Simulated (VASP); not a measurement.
InSe: single point with LDA

Crystal: InSe.

```
CELL_PARAMETERS angstrom
2.02632 1.16990 8.55107
-2.02632 1.16990 8.55107
0.00000 -2.33979 8.55107
ATOMIC_POSITIONS crystal
In 0.88860 0.88860 0.88860
In 0.00000 0.00000 0.00000
Se 0.17190 0.17190 0.17190
Se 0.38350 0.38350 0.38350
```

| Quantity | Value |
| --- | --- |
| Program | VASP 6.6.1 |
| Task | single point |
| Functional | LDA |
| Potentials or basis | VASP PAW LDA potentials, release 64 (In_d, Se) |
| Cutoff | 520 eV |
| k mesh | 8 × 8 × 8 |
| Occupations | fermi-dirac, width 0.05 eV |
| Spin | no spin polarisation |

```json
{
 "Pressure": "-3.1 GPa",
 "Largest force": "0.326 eV/Å",
 "Band gap on the k mesh": "0.14 eV"
}
```

Forces on the atoms (eV/Å):
```
In   0.000  0.000  0.097
In   0.000  0.000 -0.079
Se   0.000  0.000  0.307
Se   0.000  0.000 -0.326
```

Stress tensor (GPa, compression positive):
```
-2.76  0.00  0.00
 0.00 -2.76  0.00
 0.00  0.00 -3.72
```

Levels at points of the mesh, in eV from the valence-band top:
```
           k point  band 17  band 18  band 19  band 20  band 21  band 22
(0.00, 0.00, 0.00)    -1.26    -1.17    -1.17     1.47     1.85     4.26
(0.50, 0.00, 0.00)    -2.24    -2.14    -1.61     1.11     1.77     3.50
(0.50, 0.50, 0.00)    -2.39    -1.97    -1.45     1.00     1.86     3.18
(0.50, 0.50, 0.50)    -1.10    -1.10     0.00     0.14     1.94     4.18
```

Wall time 7.1 min on 1 thread of Intel(R) Xeon(R) 6975P-C (Granite Rapids), with other jobs on the host, peak memory 0.59 GiB.

Caveat: the cell stands under tension; spin-orbit coupling is left out, which moves the levels of the heavy elements. A k mesh can miss the band edges.
